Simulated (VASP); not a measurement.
# Si2N (P-3m1) in VASP: notebook, part 3 of 3

VASP 6.6.1. The steps go on from the part before.

## (4) Relaxation of cell and atoms, PBE (atoms taken out)

Contents of INCAR:

```
ALGO = Normal ; EDIFF = 1E-6
EDIFFG = -0.04 ; ENCUT = 600
GGA = PE ; IBRION = 2
ISIF = 3 ; ISMEAR = 0
LASPH = True ; LCHARG = False
LREAL = False ; LWAVE = False
NELM = 60 ; NSW = 90
PREC = Accurate ; SIGMA = 0.1
```

Contents of KPOINTS:

```
k-points
0
Gamma
  6 6 2
```

Contents of POSCAR:

```
Si2N
1.0
    2.9169517800      0.0000000000      0.0000000000
   -1.4584758900      2.5261543500      0.0000000000
    0.0000000000      0.0000000000      9.0425505300
Si N
4 2
Direct
    0.0000000000      0.0000000000      0.7500000000
    0.0000000000      0.0000000000      0.2500000000
    0.0000000000      0.0000000000      0.0000000000
    0.0000000000      0.0000000000      0.5000000000
    0.3333333300      0.6666666700      0.8750000000
    0.6666666700      0.3333333300      0.1250000000
```

Potentials or basis: VASP PAW PBE potentials, release 64 (Si, N).

Launch:

```
cat potpaw_PBE.64/Si/POTCAR potpaw_PBE.64/N/POTCAR > POTCAR
mpirun -np 1 vasp_std > vasp.out
```

OUTCAR:

```text
EDIFF = 1E-6
   EDIFFG = -0.04
   ENCUT = 600
   GGA = PE
   IBRION = 2
   ISIF = 3
   ISMEAR = 0
   LASPH = True
   LREAL = False
   NELM = 60
   NSW = 90
   PREC = Accurate

 ion  position               nearest neighbor table
   1  0.000  0.000  0.750-   5 2.03   5 2.03   5 2.03   3 2.26   4 2.26
   2  0.000  0.000  0.250-   6 2.03   6 2.03   6 2.03   3 2.26   4 2.26
   3  0.000  0.000  0.000-   5 2.03   6 2.03   6 2.03   5 2.03   6 2.03   5 2.03   1 2.26   2 2.26

   4  0.000  0.000  0.500-   1 2.26   2 2.26
   5  0.333  0.667  0.875-   1 2.03   3 2.03   1 2.03   3 2.03   1 2.03   3 2.03
   6  0.667  0.333  0.125-   2 2.03   3 2.03   2 2.03   3 2.03   2 2.03   3 2.03

  LATTYP: Found a hexagonal cell.
 ALAT       =     2.9169517800
 C/A-ratio  =     3.1000000041

  Lattice vectors:

 A1 = (   2.9169517800,   0.0000000000,   0.0000000000)
 A2 = (  -1.4584758900,   2.5261543500,   0.0000000000)
 A3 = (   0.0000000000,   0.0000000000,   9.0425505300)

Analysis of symmetry for initial positions (statically):
=====================================================================
 Subroutine PRICEL returns:
 Original cell was already a primitive cell.

 Routine SETGRP: Setting up the symmetry group for a
 hexagonal supercell.

 Subroutine GETGRP returns: Found 12 space group operations
 (whereof 12 operations were pure point group operations)
 out of a pool of 24 trial point group operations.

The static configuration has the point symmetry D_3d.

Analysis of symmetry for dynamics (positions and initial velocities):
=====================================================================
 Subroutine PRICEL returns:
 Original cell was already a primitive cell.

 Routine SETGRP: Setting up the symmetry group for a
 hexagonal supercell.

 Subroutine GETGRP returns: Found 12 space group operations
 (whereof 12 operations were pure point group operations)
 out of a pool of 24 trial point group operations.

The dynamic configuration has the point symmetry D_3d.

 Subroutine INISYM returns: Found 12 space group operations
[... 132 lines left out ...]
   NGX = 11   NGY = 11   NGZ = 37

--------------------------------------- Ionic step        1  -------------------------------------------

 number of electron      26.0000004 magnetization

 Free energy of the ion-electron system (eV)
  ---------------------------------------------------
  ext. energy  EPLUGINS =         0.00000000
  ---------------------------------------------------
  free energy    TOTEN  =       -32.93712214 eV

  energy without entropy =      -32.93236605  energy(sigma->0) =      -32.93474409

------------------------ aborting loop because EDIFF is reached ----------------------------------------

  FORCE on cell =-STRESS in cart. coord.  units (eV):
  Direction    XX          YY          ZZ          XY          YZ          ZX
  --------------------------------------------------------------------------------------
  -------------------------------------------------------------------------------------
  Total        0.7695225      0.7695225     23.1599985      0.0000000     -0.0000000      0.0000000
  in kB       18.5034113     18.5034114    556.8895029      0.0000000     -0.0000000      0.0000000
  external PRESSURE =     197.9654419 kB  Pullay stress =       0.0000000 kB
[... 101 lines left out ...]
  FREE ENERGIE OF THE ION-ELECTRON SYSTEM (eV)
  ---------------------------------------------------
  free  energy   TOTEN  =       -35.1063469338 eV

  energy  without entropy=      -35.0861291475  energy(sigma->0) =      -35.09623804

 E-fermi :  10.2622     XC(G=0): -11.7271

 val. band max:       10.2458857404   @ k =   0.3333   0.3333   0.5000
 cond. band min:      10.3186039743   @ k =   0.1667   0.1667   0.0000
 fundamental gap:      0.0727182339
 Fermi energy:        10.2621766468

 k-point     1 :       0.0000    0.0000    0.0000
  band No.  band energies     occupation
      1      -9.8344      2.00000
      2      -6.6512      2.00000
      3      -3.3488      2.00000
      4      -1.2818      2.00000
      5      -0.8890      2.00000
      6       4.3299      2.00000
[... 257 lines left out ...]
      4       2.9184      2.00000
      5       2.9184      2.00000
      6       3.2027      2.00000
[... 9 lines left out ...]
     16      10.2459      1.18221
     17      11.2423      0.00000

[... ionic steps 4 to 12 ...]

--------------------------------------- Ionic step       13  -------------------------------------------

 number of electron      25.9999995 magnetization

------------------------ aborting loop because EDIFF is reached ----------------------------------------
[... 75 lines left out ...]
--------------------------------------- Ionic step       15  -------------------------------------------

 number of electron      25.9999995 magnetization

 Free energy of the ion-electron system (eV)
  ---------------------------------------------------
  ext. energy  EPLUGINS =         0.00000000
  ---------------------------------------------------
  free energy    TOTEN  =       -36.79807982 eV

  energy without entropy =      -36.77552784  energy(sigma->0) =      -36.78680383

 E-fermi :   9.3489     XC(G=0): -11.3806

 val. band max:        9.3472237983   @ k =   0.1667   0.1667   0.0000
 cond. band min:       9.6438895859   @ k =   0.3333   0.3333   0.5000
 fundamental gap:      0.2966657877
 Fermi energy:         9.3488673755

 k-point     1 :       0.0000    0.0000    0.0000
  band No.  band energies     occupation
      1     -10.8278      2.00000
      2      -7.6179      2.00000
      3      -3.2899      2.00000
      4      -1.4881      2.00000
      5      -1.4587      2.00000
      6       3.4954      2.00000
[... 302 lines left out ...]
  FREE ENERGIE OF THE ION-ELECTRON SYSTEM (eV)
  ---------------------------------------------------
  free  energy   TOTEN  =       -36.7980798191 eV

  energy  without entropy=      -36.7755278389  energy(sigma->0) =      -36.78680383

 reached required accuracy - stopping structural energy minimisation
```

CONTCAR:

```text
Si2N
   1.00000000000000
     2.7145206473230865   -0.0000000000000000    0.0000000000000000
    -1.3572603236615433    2.3508438450439479   -0.0000000000000000
    -0.0000000000000000   -0.0000000000000001   11.0001901594438305
  Si              N
     4     2
Direct
     0.0000000000000000    0.0000000000000000    0.7487950316112308
     0.0000000000000000    0.0000000000000000    0.2512049683887692
     0.0000000000000000    0.0000000000000000    0.0000000000000000
     0.0000000000000000    0.0000000000000000    0.5000000000000000
     0.3333333300000021    0.6666666699999979    0.9064746015000373
     0.6666666699999979    0.3333333300000021    0.0935253984999626

  0.00000000E+00  0.00000000E+00  0.00000000E+00
  0.00000000E+00  0.00000000E+00  0.00000000E+00
  0.00000000E+00  0.00000000E+00  0.00000000E+00
  0.00000000E+00  0.00000000E+00  0.00000000E+00
  0.00000000E+00  0.00000000E+00  0.00000000E+00
  0.00000000E+00  0.00000000E+00  0.00000000E+00
```

Run time: 5.5 min. Hardware: 1 thread of Intel Xeon 8259CL, shared host; peak memory 0.2 GiB.

What came out:

```yaml
Free_energy: -36.7981 eV
Relaxed_volume: 11.70 Å³/atom
Relaxed_cell: a = 2.715 Å, b = 2.715 Å, c = 11.000 Å, α = 90.00°, β = 90.00°, γ = 120.00°
Space_group_after_relaxing_to_0.1_Å: P-3m1 (No. 164)
Energy_gained_by_relaxing: 643.5 meV/atom
Ionic_steps: 15
Pressure_after_relaxing: -0.2 GPa
Largest_force_after_relaxing: 0.018 eV/Å
Band_gap_on_the_k_mesh: zero (bands 13 and 14 overlap by 5.24 eV)
```

Forces in eV/Å, atoms in the order of the input:
```
Si   0.000  0.000  0.008
Si   0.000  0.000 -0.008
Si   0.000  0.000  0.000
Si   0.000  0.000  0.000
N    0.000  0.000  0.018
N    0.000  0.000 -0.018
```

Stress tensor (GPa, compression positive):
```
-0.44  0.00  0.00
 0.00 -0.44  0.00
 0.00  0.00  0.28
```

The path:
```
step  energy change (eV)  largest force (eV/Å)  pressure (GPa)  volume (Å³)
   1              0.0000                3.1642           19.80        66.63
   2             -1.9998                1.9930          -17.44        80.02
   3             -2.1692                1.7854          -12.14        77.08
   4             -3.1860                2.4489           -8.01        70.66
   5             -3.2677                2.2996           -4.35        68.77
   6             -3.2907                2.2154           20.30        62.64
   7             -3.5876                1.1805            6.03        65.42
   8             -3.7541                0.5310           -0.16        68.69
   9             -3.7546                0.4965           -0.44        68.87
  10             -3.8069                0.2974           -0.96        69.41
  11             -3.8535                0.2183           -0.44        69.93
  12             -3.8541                0.2158           -0.46        70.02
  13             -3.8590                0.1647            0.82        69.85
  14             -3.8603                0.0817            0.41        69.91
  15             -3.8610                0.0176           -0.20        70.20
```

Final structure:
```
CELL_PARAMETERS angstrom
2.71452 0.00000 0.00000
-1.35726 2.35084 0.00000
0.00000 0.00000 11.00019
ATOMIC_POSITIONS crystal
Si 0.00000 0.00000 0.74880
Si 0.00000 0.00000 0.25120
Si 0.00000 0.00000 0.00000
Si 0.00000 0.00000 0.50000
N 0.33333 0.66667 0.90647
N 0.66667 0.33333 0.09353
```

Caveat: the k points lie up to 0.45 Å⁻¹ apart in the final cell, too coarse for converged energies and pressures of a metal; the cell differs from its parent crystal (atoms taken out); a cell axis changed by over 15 % at a fixed basis, so the end point is rough.

## (5) Single point, PBE, collinear spin, ferromagnetic start (atoms taken out)

Contents of INCAR:

```
SYSTEM = Si2N
  ALGO = Normal
  EDIFF = 1E-6
  ENCUT = 520
  GGA = PE
  ISIF = 2
  ISMEAR = 0
  ISPIN = 2
  LASPH = .True.
  LCHARG = .False.
  LORBIT = 11
  LREAL = .False.
  LWAVE = .False.
  MAGMOM = 0 0 0 0 1 1
  NBANDS = 26
  NELM = 150
  PREC = Accurate
  SIGMA = 0.1
```

Contents of KPOINTS:

```
k-points
0
Gamma
  6 6 2
  0 0 0
```

POSCAR is that of step 4.

Launch:

```
cat potpaw_PBE.64/Si/POTCAR potpaw_PBE.64/N/POTCAR > POTCAR
mpirun -np 1 vasp_std > vasp.out
```

Wall time 82 s (1 thread of Intel Xeon 8259CL, shared host); peak memory 0.22 GiB.

It converged, with:

```yaml
Free_energy: -32.9326 eV
Pressure: 19.9 GPa
Largest_force: 3.165 eV/Å
Band_gap_on_the_k_mesh: zero (filled and empty bands overlap)
Net_moment: 0.00 μB per cell
Valence_electrons_inside_the_program's_atomic_spheres: Si 1.58, 1.57 (each value once); N 3.74
```

Forces in eV/Å, atoms in the order of the input:
```
Si   0.000  0.000 -3.165
Si   0.000  0.000  3.165
Si   0.000  0.000  0.000
Si   0.000  0.000  0.000
N    0.000  0.000  1.332
N    0.000  0.000 -1.332
```

Stress tensor (GPa, compression positive):
```
 1.94  0.00  0.00
 0.00  1.94  0.00
 0.00  0.00 55.77
```

Levels at points of the mesh, in eV from the Fermi level:
Spin up:
| k point | band 9 | band 10 | band 11 | band 12 | band 13 | band 14 | band 15 | band 16 | band 17 | band 18 |
| --- | --- | --- | --- | --- | --- | --- | --- | --- | --- | --- |
| (0.00, 0.00, 0.00) | -5.39 | -5.15 | -3.41 | -0.94 | -0.64 | 3.50 | 4.30 | 4.30 | 5.07 | 5.07 |
| (0.50, 0.00, 0.00) | -6.45 | -5.53 | -4.86 | -3.45 | -0.63 | -0.29 | 0.35 | 1.85 | 2.62 | 3.43 |
| (0.00, 0.00, 0.50) | -5.39 | -5.39 | -1.62 | -1.52 | -0.70 | 3.11 | 4.32 | 4.32 | 4.86 | 4.86 |
| (0.50, 0.00, 0.50) | -6.45 | -5.80 | -4.39 | -2.05 | -1.74 | -0.73 | 0.48 | 1.61 | 3.00 | 3.12 |
Spin down:
| k point | band 9 | band 10 | band 11 | band 12 | band 13 | band 14 | band 15 | band 16 | band 17 | band 18 |
| --- | --- | --- | --- | --- | --- | --- | --- | --- | --- | --- |
| (0.00, 0.00, 0.00) | -5.39 | -5.15 | -3.41 | -0.94 | -0.64 | 3.50 | 4.30 | 4.30 | 5.07 | 5.07 |
| (0.50, 0.00, 0.00) | -6.45 | -5.53 | -4.86 | -3.45 | -0.63 | -0.29 | 0.35 | 1.85 | 2.62 | 3.43 |
| (0.00, 0.00, 0.50) | -5.39 | -5.39 | -1.62 | -1.52 | -0.70 | 3.11 | 4.32 | 4.32 | 4.86 | 4.86 |
| (0.50, 0.00, 0.50) | -6.45 | -5.80 | -4.39 | -2.05 | -1.74 | -0.73 | 0.48 | 1.61 | 3.00 | 3.12 |

Caveat: the k points lie up to 0.41 Å⁻¹ apart, too coarse for converged energies and pressures of a metal; the cell differs from its parent crystal (atoms taken out); forces of over 1 eV/Å act on the atoms, so gaps and moduli don't describe the material at rest.

## (6) The runs side by side

| task | spin | cell | cutoff (eV) | gap on the mesh (eV) | pressure (GPa) | largest force (eV/Å) |
| --- | --- | --- | --- | --- | --- | --- |
| single point | off | a = 2.917, b = 2.917, c = 9.043 Å, angles 90.0, 90.0, 120.0°, 6 atoms, atomic positions A | 520 | none | 19.9 | 3.16 |
| single point | off | a = 2.711, b = 2.711, c = 11.059 Å, angles 90.0, 90.0, 120.0°, 6 atoms, atomic positions B | 520 | none | 0.0 | - |
| relaxation of cell and atoms | off | relaxed from a = 2.917, b = 2.917, c = 9.043 Å, angles 90.0, 90.0, 120.0°, 6 atoms, atomic positions A | 600 | none | -0.2 | 0.02 |
| single point | collinear, ferromagnetic start | a = 2.917, b = 2.917, c = 9.043 Å, angles 90.0, 90.0, 120.0°, 6 atoms, atomic positions A | 520 | none | 19.9 | 3.16 |

Alike in all rows: level PBE; potentials or basis VASP PAW PBE potentials, release 64 (Si, N); k mesh 6 × 6 × 2; smearing gaussian 0.1 eV.

Caveats: all runs use coarse meshes; forces of over 1 eV/Å act on the atoms, so gaps and moduli don't describe the material at rest (at least some runs); a cell axis changed by over 15 % at a fixed basis, so the end point is rough (at least some runs).

Absolute energies hang on the potentials; compare differences alone.

The gap in the log of VASP goes by the Fermi energy; the results here count the filled bands.